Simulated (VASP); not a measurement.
# SmO2: single point with PBE

SmO2:

```
CELL_PARAMETERS angstrom
3.68369 0.00000 0.00000
-1.84184 3.19017 0.00000
0.00000 0.00000 4.24640
ATOMIC_POSITIONS crystal
Sm 0.00000 0.00000 0.00000
O 0.66667 0.33333 0.22858
O 0.33333 0.66667 0.77142
```

The cell was generated, and may not be a known phase.

| Quantity | Value |
| --- | --- |
| Program | VASP 6.6.1 |
| Task | single point |
| Functional | PBE |
| Potentials or basis | VASP PAW PBE potentials, release 64 (Sm_3, O), 4f in core |
| Cutoff | 600 eV |
| k mesh | 12 × 12 × 12 |
| Occupations | gaussian, width 0.1 eV |
| Spin | no spin polarisation |

The pressure is 0.9 GPa, the largest force is 0.084 eV/Å and the band gap on the k mesh is zero (an odd number of electrons rules out a gap without spin polarisation).

Forces in eV/Å, atoms in the order of the input:
```
Sm   0.000  0.000  0.000
O    0.000  0.000  0.084
O    0.000  0.000 -0.084
```

Stress tensor (GPa, compression positive):
```
1.26 0.00 0.00
0.00 1.26 0.00
0.00 0.00 0.27
```

Levels at points of the mesh, in eV from the Fermi level:
| k point | band 10 | band 11 | band 12 | band 13 | band 14 | band 15 |
| --- | --- | --- | --- | --- | --- | --- |
| (0.00, 0.00, 0.00) | 0.04 | 0.04 | 0.22 | 5.00 | 6.61 | 6.61 |
| (0.50, 0.00, 0.00) | -0.72 | -0.60 | -0.33 | 4.86 | 6.02 | 8.02 |
| (0.00, 0.00, 0.50) | -1.20 | -0.21 | -0.21 | 6.11 | 6.11 | 7.92 |
| (0.50, 0.00, 0.50) | -0.30 | -0.23 | 0.21 | 6.34 | 7.42 | 7.76 |

It took 92 s on 1 thread of AMD EPYC 9R45 (Zen 5) (shared host), peak memory 0.29 GiB.

Caveat: spin-orbit coupling is left out, which moves the levels of the heavy elements; the 4f electrons are frozen in the core, so they carry no moment and show no levels; an odd number of electrons without spin polarisation forces a metal; a magnetic or distorted state may lie lower; the run has no spin polarisation, though such a crystal can be magnetic. Spin polarisation is off, so any magnetic state and its effect on volume and gap are missing.
